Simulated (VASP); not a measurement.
# Rh (Fm-3m) in VASP: a series of runs

Runs on Rh. Level: PBEsol. Tasks: single point, relaxation of cell and atoms.

All numbers are computed with VASP 6.6.1; they aren't measurements. Logs are shortened: lines on timing, memory, paths and dates and some standing lists are left out, and cuts for length are marked.

## 1. The cell of the first run

Symmetry: Fm-3m, No. 225, cubic system. The conventional cell has a = 3.740 Å, b = 3.740 Å, c = 3.740 Å, α = 90.00°, β = 90.00°, γ = 90.00°. Within 3.5 Å of Rh (site symmetry m-3m) lie 12 Rh at 2.64 Å.

## 2. Single point, PBEsol

INCAR reads:

```
PREC = Accurate
ENCUT = 520
EDIFF = 1E-6
ISMEAR = -1
SIGMA = 0.05
LREAL = False
LASPH = True
NELM = 100
ALGO = Normal
ISIF = 2
LWAVE = False
LCHARG = False
GGA = PS
NBANDS = 14
```

KPOINTS reads:

```
regular mesh
0
Gamma
  12 12 12
```

POSCAR reads:

```
Rh
1.0
    0.0000000000      1.8701123497      1.8701123497
    1.8701123497      0.0000000000      1.8701123497
    1.8701123497      1.8701123497      0.0000000000
Rh
1
Direct
    0.0000000000      0.0000000000      0.0000000000
```

Potentials or basis: VASP PAW PBE potentials, release 64 (Rh_pv).

On the command line:

```bash
cat potpaw_PBE.64/Rh_pv/POTCAR > POTCAR
mpirun -np 1 vasp_std > vasp.out
```

OUTCAR:

```text
PREC = Accurate
   ENCUT = 520
   EDIFF = 1E-6
   ISMEAR = -1
   LREAL = False
   LASPH = True
   NELM = 100
   ISIF = 2
   GGA = PS

 ion  position               nearest neighbor table
   1  0.000  0.000  0.000-

  LATTYP: Found a face centered cubic cell.
 ALAT       =     3.7402246994

  Lattice vectors:

 A1 = (   0.0000000000,   1.8701123497,   1.8701123497)
 A2 = (   1.8701123497,   0.0000000000,   1.8701123497)
 A3 = (   1.8701123497,   1.8701123497,   0.0000000000)

Analysis of symmetry for initial positions (statically):
[... 33 lines left out ...]
                                     Primitive cell

  volume of cell :      13.0808

  direct lattice vectors                    reciprocal lattice vectors
     0.000000000  1.870112350  1.870112350    -0.267363616  0.267363616  0.267363616
     1.870112350  0.000000000  1.870112350     0.267363616 -0.267363616  0.267363616
     1.870112350  1.870112350  0.000000000     0.267363616  0.267363616 -0.267363616

  length of vectors
     2.644738248  2.644738248  2.644738248     0.463087367  0.463087367  0.463087367

  position of ions in fractional coordinates (direct lattice)
     0.000000000  0.000000000  0.000000000

  ion indices of the primitive-cell ions
   primitive index   ion index
                 1           1

----------------------------------------------------------------------------------------

 KPOINTS: regular mesh

Automatic generation of k-mesh.
 Grid dimensions read from file:
 generate k-points for:   12   12   12

 Generating k-lattice:

  Cartesian coordinates                     Fractional coordinates (reciprocal lattice)
    -0.022280301  0.022280301  0.022280301     0.083333333  0.000000000  0.000000000
     0.022280301 -0.022280301  0.022280301     0.000000000  0.083333333  0.000000000
     0.022280301  0.022280301 -0.022280301     0.000000000  0.000000000  0.083333333

  Length of vectors
     0.038590614  0.038590614  0.038590614

  Shift w.r.t. Gamma in fractional coordinates (k-lattice)
     0.000000000  0.000000000  0.000000000

 Subroutine IBZKPT returns following result:
 ===========================================

 Found     72 irreducible k-points:

 Following reciprocal coordinates:
            Coordinates               Weight
  0.000000  0.000000  0.000000      1.000000
  0.083333  0.000000  0.000000      8.000000
  0.166667  0.000000  0.000000      8.000000
  0.250000  0.000000  0.000000      8.000000
  0.333333  0.000000  0.000000      8.000000
  0.416667  0.000000  0.000000      8.000000
[... 16 lines left out ...]
  0.500000  0.166667  0.000000     24.000000
 -0.416667  0.166667  0.000000     24.000000
 [... further k-points ...]
   k-points           NKPTS =     72   k-points in BZ     NKDIM =     72   number of bands    NBANDS=     14
   number of dos      NEDOS =    301   number of ions     NIONS =      1
   total plane-waves  NPLWV =   8000
   dimension x,y,z NGX =    20 NGY =   20 NGZ =   20
   dimension x,y,z NGXF=    40 NGYF=   40 NGZF=   40
   ions per type =               1
   NGX,Y,Z   is equivalent  to a cutoff of  12.57, 12.57, 12.57 a.u.
   NGXF,Y,Z  is equivalent  to a cutoff of  25.14, 25.14, 25.14 a.u.
 SYSTEM =  unknown system
   PREC   = accura    normal or accurate (medium, high low for compatibility)
   ISTART =      0    job   : 0-new  1-cont  2-samecut
   ICHARG =      2    charge: 1-file 2-atom 10-const
   ISPIN  =      1    spin polarized calculation?
   LNONCOLLINEAR =      F non collinear calculations
   LSORBIT =      F    spin-orbit coupling
   LASPH  =      T    aspherical Exc in radial PAW
   ENCUT  =  520.0 eV  38.22 Ry    6.18 a.u.   4.92  4.92  4.92*2*pi/ulx,y,z
   NELM   =    100;   NELMIN=  2; NELMDL= -5     # of ELM steps
   EDIFF  = 0.1E-05   stopping-criterion for ELM
   LREAL  =      F    real-space projection
   EDIFFG = 0.1E-04   stopping-criterion for IOM
   NSW    =      0    number of steps for IOM
   IBRION =     -1    ionic relax: 0-MD 1-quasi-New 2-CG
   NFREE  =      0    steps in history (QN), initial steepest desc. (CG)
   ISIF   =      2    stress and relaxation
   ISYM   =      2    0-nonsym 1-usesym 2-fastsym
   POTIM  = 0.5000    time-step for ionic-motion
   TEBEG  =    0.0;   TEEND  =   0.0 temperature during run
   PSTRESS=    0.0 pullay stress
   NELECT =      15.0000    total number of electrons
   NUPDOWN=      -1.0000    fix difference up-down
   EMIN   =  10.00;   EMAX   =-10.00  energy-range for DOS
   EFERMI =   0.00;   METHOD = LEGACY
   ISMEAR =    -1;   SIGMA  =   0.05  broadening in eV -4-tet -1-fermi 0-gaus
   EFERMI_NEDOS =   21; number of points for ismear=-14 and -15
   IALGO  =     38    algorithm
   IMIX   =      4    mixing-type and parameters
     AMIX     =   0.40;   BMIX     =  1.00
     AMIX_MAG =   1.60;   BMIX_MAG =  1.00
  volume/ion in A,a.u.               =      13.08        88.27
  Fermi-wavevector in a.u.,A,eV,Ry     =   1.713540  3.238121 39.949684  2.936219
  Thomas-Fermi vector in A             =   2.791265
   LORBIT       =      0    0 simple, 1 ext, 2 COOP (PROOUT), +10 PAW based schemes
   GGA     = PS    functional components
   LHFCALC =     F    Hartree Fock is set to
   AEXX    =    0.0000 exact exchange contribution
   IVDW    =     0    specifies the selected vdW correction
   LEPSILON=     F    determine dielectric tensor
   LRPA    =     F    only Hartree local field effects (RPA)
 non-spin polarized calculation
  energy-cutoff  :      520.00
  volume of cell :       13.08
 maximum number of plane-waves:       366
   NGX =  9   NGY =  9   NGZ =  9

 number of electron      14.9999998 magnetization

 Free energy of the ion-electron system (eV)
  ---------------------------------------------------
  ext. energy  EPLUGINS =         0.00000000
  ---------------------------------------------------
  free energy    TOTEN  =        -8.13369400 eV

  energy without entropy =       -8.12620497  energy(sigma->0) =       -8.12994948

 E-fermi :  12.7103     XC(G=0): -14.5440

 val. band max:       12.6150480802   @ k =   0.3333   0.0833   0.0000
 cond. band min:      12.7448993466   @ k =   0.5000   0.4167   0.0000
 fundamental gap:      0.1298512664
 Fermi energy:        12.7102709486

 k-point     1 :       0.0000    0.0000    0.0000
  band No.  band energies     occupation
      1     -33.7456      2.00000
      2     -33.7456      2.00000
      3     -33.7456      2.00000
      4       4.2664      2.00000
      5       9.3396      2.00000
      6       9.3396      2.00000
      7       9.3396      2.00000
      8      11.6211      2.00000
      9      11.6211      2.00000
     10      28.5794      0.00000
     11      32.8781      0.00000
     12      34.3161      0.00000
     13      34.3161      0.00000
     14      34.3161      0.00000

 k-point     2 :       0.0833    0.0000    0.0000
  band No.  band energies     occupation
      1     -33.8064      2.00000
      2     -33.7537      2.00000
      3     -33.7537      2.00000
      4       4.5573      2.00000
      5       9.2093      2.00000
      6       9.4536      2.00000
      7       9.4536      2.00000
      8      11.5573      2.00000
      9      11.5573      2.00000
     10      29.0169      0.00000
     11      32.8422      0.00000
     12      32.9545      0.00000
     13      34.7594      0.00000
     14      34.7594      0.00000

 k-point     3 :       0.1667    0.0000    0.0000
  band No.  band energies     occupation
      1     -33.9708      2.00000
      2     -33.7758      2.00000
      3     -33.7758      2.00000
      4       5.3247      2.00000
      5       8.9802      2.00000
      6       9.6849      2.00000
      7       9.6849      2.00000
      8      11.5001      2.00000
      9      11.5001      2.00000
     10      29.9993      0.00000
     11      30.5284      0.00000
     12      32.8810      0.00000
     13      35.9964      0.00000
     14      35.9964      0.00000

 k-point     4 :       0.2500    0.0000    0.0000
  band No.  band energies     occupation
      1     -34.1912      2.00000
      2     -33.8057      2.00000
      3     -33.8057      2.00000
      4       6.1064      2.00000
      5       9.2095      2.00000
      6       9.7300      2.00000
      7       9.7300      2.00000
      8      11.7854      2.00000
      9      11.7854      2.00000
     10      28.0765      0.00000
     11      30.3991      0.00000
     12      32.8804      0.00000
     13      37.6643      0.00000
     14      37.6643      0.00000

 k-point     5 :       0.3333    0.0000    0.0000
  band No.  band energies     occupation
      1     -34.4072      2.00000
      2     -33.8356      2.00000
      3     -33.8356      2.00000
      4       6.2897      2.00000
      5       9.5377      2.00000
      6       9.5377      2.00000
      7      10.5092      2.00000
      8      12.4299      1.99269
      9      12.4299      1.99269
     10      25.5156      0.00000
     11      29.4564      0.00000
[... 276 lines left out ...]
 k-point    22 :       0.4167    0.1667    0.0000
  band No.  band energies     occupation
      1     -34.4387      2.00000
      2     -33.9491      2.00000
      3     -33.9150      2.00000
      4       6.8560      2.00000
      5       8.6711      2.00000
      6       9.5050      2.00000
      7      10.2875      2.00000
      8      13.2528      0.00004
      9      14.3714      0.00000
     10      24.8610      0.00000
     11      29.9890      0.00000
     12      32.4616      0.00000
     13      32.8751      0.00000
     14      34.2962      0.00000

 k-point    23 :       0.5000    0.1667    0.0000
  band No.  band energies     occupation
      1     -34.5309      2.00000
      2     -33.9958      2.00000
      3     -33.9156      2.00000
      4       6.7996      2.00000
      5       8.6009      2.00000
      6      10.0812      2.00000
      7      10.1801      2.00000
      8      13.3775      0.00000
      9      16.3671      0.00000
     10      22.2504      0.00000
     11      29.2306      0.00000
     12      32.5951      0.00000
     13      32.8212      0.00000
     14      33.0090      0.00000

 k-point    24 :      -0.4167    0.1667    0.0000
  band No.  band energies     occupation
      1     -34.5385      2.00000
      2     -34.0247      2.00000
      3     -33.8976      2.00000
      4       6.8732      2.00000
      5       8.6154      2.00000
      6       9.9828      2.00000
      7      10.4376      2.00000
      8      12.9696      0.01112
      9      16.9633      0.00000
     10      21.8553      0.00000
     11      28.9457      0.00000
     12      31.9257      0.00000
     13      32.8884      0.00000
     14      33.7539      0.00000

 [... further k-points ...]
[... 5 lines left out ...]
  --------------------------------------------------------------------------------------
  -------------------------------------------------------------------------------------
  Total        0.8096128      0.8096128      0.8096128     -0.0000000      0.0000000      0.0000000
  in kB       99.1641831     99.1641831     99.1641831     -0.0000000      0.0000000      0.0000000
  external PRESSURE =      99.1641831 kB  Pullay stress =       0.0000000 kB

 VOLUME and BASIS-vectors are now :
 -----------------------------------------------------------------------------
  energy-cutoff  :      520.00
  volume of cell :       13.08
      direct lattice vectors                 reciprocal lattice vectors
     0.000000000  1.870112350  1.870112350    -0.267363616  0.267363616  0.267363616
     1.870112350  0.000000000  1.870112350     0.267363616 -0.267363616  0.267363616
     1.870112350  1.870112350  0.000000000     0.267363616  0.267363616 -0.267363616

 POSITION                                       TOTAL-FORCE (eV/Angst)
 -----------------------------------------------------------------------------------
      0.00000      0.00000      0.00000         0.000000     -0.000000      0.000000
 -----------------------------------------------------------------------------------
    total drift:                                0.000000      0.000000      0.000000

  FREE ENERGIE OF THE ION-ELECTRON SYSTEM (eV)
  ---------------------------------------------------
  free  energy   TOTEN  =        -8.1336939966 eV

  energy  without entropy=       -8.1262049662  energy(sigma->0) =       -8.12994948
```

It took 6.7 s on 1 thread of Intel Xeon 6975P-C (Granite Rapids), shared host; peak memory 0.12 GiB.

What came out:

- Free energy: -8.1337 eV
- Pressure: 9.9 GPa

Levels at points of the mesh, in eV from the Fermi level:
| k point | band 5 | band 6 | band 7 | band 8 | band 9 | band 10 |
| --- | --- | --- | --- | --- | --- | --- |
| (0.00, 0.00, 0.00) | -3.37 | -3.37 | -3.37 | -1.09 | -1.09 | 15.87 |
| (0.50, 0.00, 0.00) | -3.45 | -3.45 | 0.58 | 0.60 | 0.60 | 9.10 |
| (0.50, 0.50, 0.00) | -6.47 | 0.58 | 1.06 | 1.06 | 3.23 | 12.86 |

Caveat: the PAW data sets were made with another functional, which shifts forces and pressure a little.

## 3. Single point, PBEsol

This run uses another cell than the first one, of 12.73 Å³/atom, 0.973 times its volume.

INCAR reads:

```
SYSTEM = Rh
ALGO = Normal
EDIFF = 1E-6
ENCUT = 520
GGA = PS
ISIF = 2
ISMEAR = -1
LASPH = .True.
LCHARG = .False.
LREAL = .False.
LWAVE = .False.
NBANDS = 14
NELM = 80
PREC = Accurate
SIGMA = 0.05
```

KPOINTS reads:

```
k-points
0
Gamma
  12 12 12
  0 0 0
```

POSCAR reads:

```
Rh
1.0
    0.0000000000      1.8533381252      1.8533381252
    1.8533381252      0.0000000000      1.8533381252
    1.8533381252      1.8533381252      0.0000000000
Rh
1
Direct
    0.0000000000      0.0000000000      0.0000000000
```

Potentials or basis: VASP PAW PBE potentials, release 64 (Rh_pv).

On the command line:

```bash
cat potpaw_PBE.64/Rh_pv/POTCAR > POTCAR
mpirun -np 1 vasp_std > vasp.out
```

Run time: 8.6 s. Hardware: 1 thread of Intel Xeon 6975P-C (Granite Rapids), shared host; peak memory 0.12 GiB.

The run converged. Its results:

* Free energy: -8.1012 eV
* Pressure: 19.9 GPa

Levels at points of the mesh, in eV from the Fermi level:
```csv
k point,band 5,band 6,band 7,band 8,band 9,band 10
"(0.00, 0.00, 0.00)",-3.52,-3.52,-3.52,-1.14,-1.14,15.82
"(0.50, 0.00, 0.00)",-3.61,-3.61,0.55,0.63,0.63,9.39
"(0.50, 0.50, 0.00)",-6.74,0.61,1.11,1.11,3.27,13.22
```

Caveat: the PAW data sets were made with another functional, which shifts forces and pressure a little.

[end of part 1 of 2]
